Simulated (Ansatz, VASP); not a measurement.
## BeCd2Se3 in VASP and in Ansatz

Contents of INCAR:

```
ALGO = Normal ; EDIFF = 1E-6
ENCUT = 520 ; GGA = PE
ISIF = 2 ; ISMEAR = 0
LASPH = T ; LCHARG = F
LREAL = F ; LWAVE = F
NBANDS = 31 ; NELM = 60
PREC = Accurate ; SIGMA = 0.1
```

Contents of KPOINTS:

```
k-points
0
Gamma
  3 3 6
```

Contents of POSCAR:

```
BeCd2Se3
1.0
    6.5439336000      0.0000000000      0.0000000000
   -3.2719668000      5.6672127400      0.0000000000
    0.0000000000      0.0000000000      3.5992334300
Be Cd Se
1 2 3
Direct
    0.0000000000      0.0000000000      0.0000000000
    0.3333333300      0.6666666700      0.0000000000
    0.6666666700      0.3333333300      0.0000000000
    0.5000000000      0.0000000000      0.5000000000
    0.5000000000      0.5000000000      0.5000000000
    0.0000000000      0.5000000000      0.5000000000
```

Input for Ansatz:

```yaml
crystal:
  lattice:
    - [6.5439336, 0.0, 0.0]
    - [-3.2719668, 5.66721274, 0.0]
    - [0.0, 0.0, 3.59923343]
  atoms:
    - { symbol: Be, position: [0.0, 0.0, 0.0] }
    - { symbol: Cd, position: [0.33333333, 0.66666667, 0.0] }
    - { symbol: Cd, position: [0.66666667, 0.33333333, 0.0] }
    - { symbol: Se, position: [0.5, 0.0, 0.5] }
    - { symbol: Se, position: [0.5, 0.5, 0.5] }
    - { symbol: Se, position: [0.0, 0.5, 0.5] }
basis:
  ecutwfc: 420
kpoints:
  mp_grid: { grid: [3, 3, 6] }
hamiltonian:
  xc: pbe
scf:
  occupations: { method: gaussian, width: 0.1 }
  lower_state_search: "off"
output:
  forces: true
  stress: true
  eigenvalues: true
```

Change from the starting cell: species swapped into the GdB2Ru3 type (P6/mmm, No. 191).

Alike in both runs: task single point; functional PBE; k mesh 3 × 3 × 6; occupations gaussian, width 0.1 eV; no spin polarisation.

```csv
,VASP,Ansatz
version,VASP 6.6.1,Ansatz 0.2.0
potentials or method,"VASP PAW PBE potentials, release 64 (Be, Cd, Se), cutoff 520 eV","scalar-relativistic, plane waves, PAW"
valence electrons in the cell,44,90
```

```csv
,VASP,Ansatz,Ansatz less VASP
gap on the k mesh at the Fermi level (eV),none,none,-
pressure (GPa),14.5,13.9,-0.62
"traceless stress, the component that is largest in VASP (GPa)",3.94,3.74,-0.203
```

A gap of «none» marks a metal or a gap that the smearing closes. VASP's potentials hold 44 valence electrons a cell and Ansatz's 90, so a difference there can come from the potentials and not from the codes.

The k mesh is coarse, so the values compare programs but aren't converged.
